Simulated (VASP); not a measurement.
# AlSn (P-6m2) in VASP: further runs

The runs below take AlSn through single point, with r2SCAN.

Program: VASP 6.6.1. These are calculated values, not measurements. Logs are shortened: lines on timing, memory, paths and dates and some standing lists are left out, and cuts for length are marked.

## Step 1: The cell of the first run

The structure is hexagonal, space group P-6m2 (No. 187). Conventional cell: a = 4.198 Å, b = 4.198 Å, c = 3.307 Å, α = 90.00°, β = 90.00°, γ = 120.00°. Al (site symmetry -6m2) has 6 Sn at 2.93 Å and 2 Al at 3.31 Å within 3.9 Å. Sn (site symmetry -6m2) has 6 Al at 2.93 Å and 2 Sn at 3.31 Å within 3.9 Å.

## Step 2: Single point, r2SCAN

Input file POSCAR:

```
AlSn
1.0
    4.1981060000      0.0000000000      0.0000000000
   -2.0990530000      3.6356660000      0.0000000000
    0.0000000000      0.0000000000      3.3068470000
Al Sn
1 1
Direct
    0.0000000000      0.0000000000      0.0000000000
    0.3333333333      0.6666666667      0.5000000000
```

Input file INCAR.step1:

```
SYSTEM = AlSn
  PREC = Accurate
  ENCUT = 520
  ISMEAR = 1
  SIGMA = 0.1
  LREAL = .False.
  LASPH = .True.
  NELM = 100
  NBANDS = 16
  GGA = PE
  ALGO = Normal
  EDIFF = 1E-4
  LWAVE = .True.
  LCHARG = .False.
```

Input file INCAR.step2:

```
SYSTEM = AlSn
  PREC = Accurate
  ENCUT = 520
  EDIFF = 1E-6
  ISMEAR = 1
  SIGMA = 0.1
  LREAL = .False.
  LASPH = .True.
  NELM = 100
  ALGO = Normal
  ISIF = 2
  LWAVE = .False.
  LCHARG = .False.
  METAGGA = R2SCAN
  LMIXTAU = .True.
  NBANDS = 16
  ISTART = 1
```

Input file KPOINTS:

```
regular mesh
0
Gamma
  8 8 9
  0 0 0
```

Potentials or basis: VASP PAW PBE potentials, release 64 (Al, Sn_d).

The run is started by

```sh
> cat potpaw_PBE.64/Al/POTCAR potpaw_PBE.64/Sn_d/POTCAR > POTCAR
> cp INCAR.step1 INCAR
> mpirun -np 1 vasp_std > vasp.out
> cp INCAR.step2 INCAR
> mpirun -np 1 vasp_std > vasp.out
```

OUTCAR:

```text
SYSTEM = AlSn
   PREC = Accurate
   ENCUT = 520
   EDIFF = 1E-6
   ISMEAR = 1
   LREAL = .False.
   LASPH = .True.
   NELM = 100
   ISIF = 2
   METAGGA = R2SCAN
   ISTART = 1

 ion  position               nearest neighbor table
   1  0.000  0.000  0.000-   2 2.93   2 2.93   2 2.93   2 2.93   2 2.93   2 2.93
   2  0.333  0.667  0.500-   1 2.93   1 2.93   1 2.93   1 2.93   1 2.93   1 2.93

  LATTYP: Found a hexagonal cell.
 ALAT       =     4.1981060000
 C/A-ratio  =     0.7876997389

  Lattice vectors:

 A1 = (   4.1981060000,   0.0000000000,   0.0000000000)
 A2 = (  -2.0990530000,   3.6356660000,   0.0000000000)
 A3 = (   0.0000000000,   0.0000000000,   3.3068470000)

Analysis of symmetry for initial positions (statically):
=====================================================================
 Subroutine PRICEL returns:
 Original cell was already a primitive cell.

 Routine SETGRP: Setting up the symmetry group for a
 hexagonal supercell.

 Subroutine GETGRP returns: Found 12 space group operations
 (whereof 12 operations were pure point group operations)
 out of a pool of 24 trial point group operations.

The static configuration has the point symmetry D_3h.

Analysis of symmetry for dynamics (positions and initial velocities):
=====================================================================
 Subroutine PRICEL returns:
 Original cell was already a primitive cell.

 Routine SETGRP: Setting up the symmetry group for a
 hexagonal supercell.

 Subroutine GETGRP returns: Found 12 space group operations
 (whereof 12 operations were pure point group operations)
 out of a pool of 24 trial point group operations.

The dynamic configuration has the point symmetry D_3h.

 Subroutine INISYM returns: Found 12 space group operations
 (whereof 12 operations are pure point group operations),
 and found     1 'primitive' translations

----------------------------------------------------------------------------------------

                                     Primitive cell

  volume of cell :      50.4721

  direct lattice vectors                    reciprocal lattice vectors
     4.198106000  0.000000000  0.000000000     0.238202656  0.137526384  0.000000000
    -2.099053000  3.635666000  0.000000000     0.000000000  0.275052769  0.000000000
     0.000000000  0.000000000  3.306847000     0.000000000  0.000000000  0.302402863

  length of vectors
     4.198106000  4.198105616  3.306847000     0.275052744  0.275052769  0.302402863

  position of ions in fractional coordinates (direct lattice)
     0.000000000  0.000000000  0.000000000
     0.333333333  0.666666667  0.500000000

  ion indices of the primitive-cell ions
   primitive index   ion index
                 1           1
                 2           2

----------------------------------------------------------------------------------------

 KPOINTS: regular mesh

Automatic generation of k-mesh.
 Grid dimensions read from file:
 generate k-points for:    8    8    9

 Generating k-lattice:

  Cartesian coordinates                     Fractional coordinates (reciprocal lattice)
     0.029775332  0.017190798  0.000000000     0.125000000  0.000000000  0.000000000
     0.000000000  0.034381596  0.000000000     0.000000000  0.125000000  0.000000000
     0.000000000  0.000000000  0.033600318     0.000000000  0.000000000  0.111111111

  Length of vectors
     0.034381593  0.034381596  0.033600318

  Shift w.r.t. Gamma in fractional coordinates (k-lattice)
     0.000000000  0.000000000  0.000000000

 Subroutine IBZKPT returns following result:
 ===========================================

 Found     50 irreducible k-points:

 Following reciprocal coordinates:
            Coordinates               Weight
  0.000000  0.000000  0.000000      1.000000
  0.125000  0.000000  0.000000      6.000000
  0.250000  0.000000  0.000000      6.000000
  0.375000  0.000000  0.000000      6.000000
  0.500000  0.000000  0.000000      3.000000
  0.125000  0.125000  0.000000      6.000000
[... 16 lines left out ...]
  0.250000  0.000000  0.222222     12.000000
  0.375000  0.000000  0.222222     12.000000
 [... further k-points ...]
   k-points           NKPTS =     50   k-points in BZ     NKDIM =     50   number of bands    NBANDS=     16
   number of dos      NEDOS =    301   number of ions     NIONS =      2
   total plane-waves  NPLWV =  28672
   dimension x,y,z NGX =    32 NGY =   32 NGZ =   28
   dimension x,y,z NGXF=    64 NGYF=   64 NGZF=   56
   ions per type =               1   1
   NGX,Y,Z   is equivalent  to a cutoff of  12.67, 12.67, 14.08 a.u.
   NGXF,Y,Z  is equivalent  to a cutoff of  25.34, 25.34, 28.15 a.u.
 SYSTEM =  AlSn
   PREC   = accura    normal or accurate (medium, high low for compatibility)
   ISTART =      1    job   : 0-new  1-cont  2-samecut
   ICHARG =      0    charge: 1-file 2-atom 10-const
   ISPIN  =      1    spin polarized calculation?
   LNONCOLLINEAR =      F non collinear calculations
   LSORBIT =      F    spin-orbit coupling
   LASPH  =      T    aspherical Exc in radial PAW
   ENCUT  =  520.0 eV  38.22 Ry    6.18 a.u.   7.81  7.81  6.15*2*pi/ulx,y,z
   NELM   =    100;   NELMIN=  2; NELMDL=  0     # of ELM steps
   EDIFF  = 0.1E-05   stopping-criterion for ELM
   LREAL  =      F    real-space projection
   EDIFFG = 0.1E-04   stopping-criterion for IOM
   NSW    =      0    number of steps for IOM
   IBRION =     -1    ionic relax: 0-MD 1-quasi-New 2-CG
   NFREE  =      0    steps in history (QN), initial steepest desc. (CG)
   ISIF   =      2    stress and relaxation
   ISYM   =      2    0-nonsym 1-usesym 2-fastsym
   POTIM  = 0.5000    time-step for ionic-motion
   TEBEG  =    0.0;   TEEND  =   0.0 temperature during run
   PSTRESS=    0.0 pullay stress
   NELECT =      17.0000    total number of electrons
   NUPDOWN=      -1.0000    fix difference up-down
   EMIN   =  10.00;   EMAX   =-10.00  energy-range for DOS
   EFERMI =   0.00;   METHOD = LEGACY
   ISMEAR =     1;   SIGMA  =   0.10  broadening in eV -4-tet -1-fermi 0-gaus
   EFERMI_NEDOS =   21; number of points for ismear=-14 and -15
   IALGO  =     38    algorithm
   IMIX   =      4    mixing-type and parameters
     AMIX     =   0.40;   BMIX     =  1.00
     AMIX_MAG =   1.60;   BMIX_MAG =  1.00
  volume/ion in A,a.u.               =      25.24       170.30
  Fermi-wavevector in a.u.,A,eV,Ry     =   1.139044  2.152482 17.652499  1.297422
  Thomas-Fermi vector in A             =   2.275748
   LORBIT       =      0    0 simple, 1 ext, 2 COOP (PROOUT), +10 PAW based schemes
   METAGGA = R2SCAN    functional components
   LHFCALC =     F    Hartree Fock is set to
   AEXX    =    0.0000 exact exchange contribution
   IVDW    =     0    specifies the selected vdW correction
   LEPSILON=     F    determine dielectric tensor
   LRPA    =     F    only Hartree local field effects (RPA)
 non-spin polarized calculation
 Methfessel and Paxton  Order N= 1 SIGMA  =   0.10
  energy-cutoff  :      520.00
  volume of cell :       50.47
 maximum number of plane-waves:      1377
 NGX is ok and might be reduce to    32
   NGX = 15   NGY = 15   NGZ = 13

 number of electron      16.9999999 magnetization

 Free energy of the ion-electron system (eV)
  ---------------------------------------------------
  ext. energy  EPLUGINS =         0.00000000
  ---------------------------------------------------
  free energy    TOTEN  =       -30.93465301 eV

  energy without entropy =      -30.93451632  energy(sigma->0) =      -30.93460744

 E-fermi :   6.4304     XC(G=0): -10.2712

 val. band max:        6.3914192138   @ k =   0.3750   0.1250   0.4444
 cond. band min:       6.4422368432   @ k =   0.1250   0.0000   0.2222
 fundamental gap:      0.0508176294
 Fermi energy:         6.4304144690

 k-point     1 :       0.0000    0.0000    0.0000
  band No.  band energies     occupation
      1     -15.6948      2.00000
      2     -15.5546      2.00000
      3     -15.5546      2.00000
      4     -15.5522      2.00000
      5     -15.5521      2.00000
      6      -4.6404      2.00000
[... 8 lines left out ...]
     15      18.8515      0.00000
     16      19.8915      0.00000

 k-point     2 :       0.1250    0.0000    0.0000
  band No.  band energies     occupation
      1     -15.6935      2.00000
      2     -15.5556      2.00000
      3     -15.5548      2.00000
      4     -15.5525      2.00000
      5     -15.5489      2.00000
      6      -4.4686      2.00000
[... 8 lines left out ...]
     15      17.4521      0.00000
     16      19.7441      0.00000

 k-point     3 :       0.2500    0.0000    0.0000
  band No.  band energies     occupation
      1     -15.6903      2.00000
      2     -15.5582      2.00000
      3     -15.5556      2.00000
      4     -15.5535      2.00000
      5     -15.5410      2.00000
      6      -3.9673      2.00000
[... 8 lines left out ...]
     15      16.3549      0.00000
     16      18.5292      0.00000

 k-point     4 :       0.3750    0.0000    0.0000
  band No.  band energies     occupation
      1     -15.6872      2.00000
      2     -15.5607      2.00000
      3     -15.5562      2.00000
      4     -15.5544      2.00000
      5     -15.5330      2.00000
      6      -3.2174      2.00000
[... 8 lines left out ...]
     15      16.3172      0.00000
     16      18.6396      0.00000

 k-point     5 :       0.5000    0.0000    0.0000
  band No.  band energies     occupation
      1     -15.6859      2.00000
      2     -15.5617      2.00000
      3     -15.5565      2.00000
      4     -15.5547      2.00000
      5     -15.5298      2.00000
      6      -2.6906      2.00000
[... 8 lines left out ...]
     15      17.1460      0.00000
     16      17.5033      0.00000

 k-point     6 :       0.1250    0.1250    0.0000
  band No.  band energies     occupation
      1     -15.6912      2.00000
      2     -15.5573      2.00000
      3     -15.5554      2.00000
      4     -15.5528      2.00000
      5     -15.5438      2.00000
      6      -4.1313      2.00000
[... 8 lines left out ...]
     15      16.1799      0.00000
     16      18.8927      0.00000

 k-point     7 :       0.2500    0.1250    0.0000
  band No.  band energies     occupation
      1     -15.6880      2.00000
      2     -15.5596      2.00000
      3     -15.5564      2.00000
      4     -15.5527      2.00000
      5     -15.5369      2.00000
      6      -3.4934      2.00000
[... 8 lines left out ...]
     15      16.7650      0.00000
     16      18.5154      0.00000

 k-point     8 :       0.3750    0.1250    0.0000
  band No.  band energies     occupation
      1     -15.6858      2.00000
      2     -15.5612      2.00000
      3     -15.5571      2.00000
      4     -15.5525      2.00000
      5     -15.5322      2.00000
      6      -2.7491      2.00000
[... 8 lines left out ...]
     15      16.4070      0.00000
     16      17.4932      0.00000

 k-point     9 :       0.2500    0.2500    0.0000
  band No.  band energies     occupation
      1     -15.6856      2.00000
      2     -15.5605      2.00000
      3     -15.5578      2.00000
      4     -15.5495      2.00000
      5     -15.5354      2.00000
      6      -2.8019      2.00000
[... 8 lines left out ...]
     15      16.3549      0.00000
     16      17.0726      0.00000
[... 172 lines left out ...]
 k-point    19 :       0.2500    0.2500    0.1111
  band No.  band energies     occupation
      1     -15.6631      2.00000
      2     -15.5699      2.00000
      3     -15.5667      2.00000
      4     -15.5481      2.00000
      5     -15.5344      2.00000
      6      -2.6203      2.00000
[... 8 lines left out ...]
     15      16.6235      0.00000
     16      17.9188      0.00000

 k-point    20 :       0.3750    0.2500    0.1111
  band No.  band energies     occupation
      1     -15.6620      2.00000
      2     -15.5700      2.00000
      3     -15.5676      2.00000
      4     -15.5458      2.00000
      5     -15.5347      2.00000
      6      -2.1563      2.00000
[... 8 lines left out ...]
     15      16.5930      0.00000
     16      17.7932      0.00000

 k-point    21 :       0.0000    0.0000    0.2222
  band No.  band energies     occupation
      1     -15.6166      2.00000
      2     -15.5844      2.00000
      3     -15.5844      2.00000
      4     -15.5483      2.00000
      5     -15.5482      2.00000
      6      -3.9051      2.00000
[... 8 lines left out ...]
     15      15.4120      0.00000
     16      15.9032      0.00000

 k-point    22 :       0.1250    0.0000    0.2222
  band No.  band energies     occupation
      1     -15.6150      2.00000
      2     -15.5859      2.00000
      3     -15.5847      2.00000
      4     -15.5485      2.00000
      5     -15.5451      2.00000
      6      -3.7337      2.00000
[... 8 lines left out ...]
     15      15.2519      0.00000
     16      16.8293      0.00000

 k-point    23 :       0.2500    0.0000    0.2222
  band No.  band energies     occupation
      1     -15.6115      2.00000
      2     -15.5897      2.00000
      3     -15.5856      2.00000
      4     -15.5490      2.00000
      5     -15.5375      2.00000
      6      -3.2336      2.00000
[... 8 lines left out ...]
     15      16.3504      0.00000
     16      17.5928      0.00000

 k-point    24 :       0.3750    0.0000    0.2222
  band No.  band energies     occupation
      1     -15.6083      2.00000
      2     -15.5935      2.00000
      3     -15.5866      2.00000
      4     -15.5493      2.00000
      5     -15.5298      2.00000
      6      -2.4875      2.00000
[... 8 lines left out ...]
     15      16.3893      0.00000
     16      18.9684      0.00000

 [... further k-points ...]
[... 5 lines left out ...]
  --------------------------------------------------------------------------------------
  -------------------------------------------------------------------------------------
  Total       -0.0134433     -0.0134433     -1.5645941      0.0000000      0.0000000      0.0000000
  in kB       -0.4267428     -0.4267427    -49.6661838      0.0000000      0.0000000      0.0000000
  external PRESSURE =     -16.8398898 kB  Pullay stress =       0.0000000 kB

 VOLUME and BASIS-vectors are now :
 -----------------------------------------------------------------------------
  energy-cutoff  :      520.00
  volume of cell :       50.47
      direct lattice vectors                 reciprocal lattice vectors
     4.198106000  0.000000000  0.000000000     0.238202656  0.137526384  0.000000000
    -2.099053000  3.635666000  0.000000000     0.000000000  0.275052769  0.000000000
     0.000000000  0.000000000  3.306847000     0.000000000  0.000000000  0.302402863

 POSITION                                       TOTAL-FORCE (eV/Angst)
 -----------------------------------------------------------------------------------
      0.00000      0.00000      0.00000        -0.000000      0.000000      0.000000
     -0.00000      2.42378      1.65342         0.000000     -0.000000      0.000000
 -----------------------------------------------------------------------------------
    total drift:                                0.000002      0.000003     -0.000000

  FREE ENERGIE OF THE ION-ELECTRON SYSTEM (eV)
  ---------------------------------------------------
  free  energy   TOTEN  =       -30.9346530064 eV

  energy  without entropy=      -30.9345163210  energy(sigma->0) =      -30.93460744
```

Run time: 70 s. Hardware: 1 thread of Intel Xeon 6975P-C, shared host; peak memory 0.2 GiB.

Results:

| Quantity | Value |
| --- | --- |
| Free energy | -30.9347 eV |
| Pressure | -1.7 GPa |

Stress tensor (GPa, compression positive):
```
-0.04  0.00  0.00
 0.00 -0.04  0.00
 0.00  0.00 -4.97
```

Levels at points of the mesh, in eV from the Fermi level:
```csv
k point,band 4,band 5,band 6,band 7,band 8,band 9,band 10,band 11,band 12,band 13
"(0.00, 0.00, 0.00)",-21.98,-21.98,-11.07,-0.36,-0.36,0.99,2.74,3.25,3.25,5.51
"(0.50, 0.00, 0.00)",-21.99,-21.96,-9.12,-6.73,-2.06,0.76,4.66,6.90,7.57,8.49
```

Caveat: the PAW data sets were made with another functional, which shifts forces and pressure a little; spin-orbit coupling is left out, which moves the levels of the heavy elements.

(Continued in part 2 of 2.)
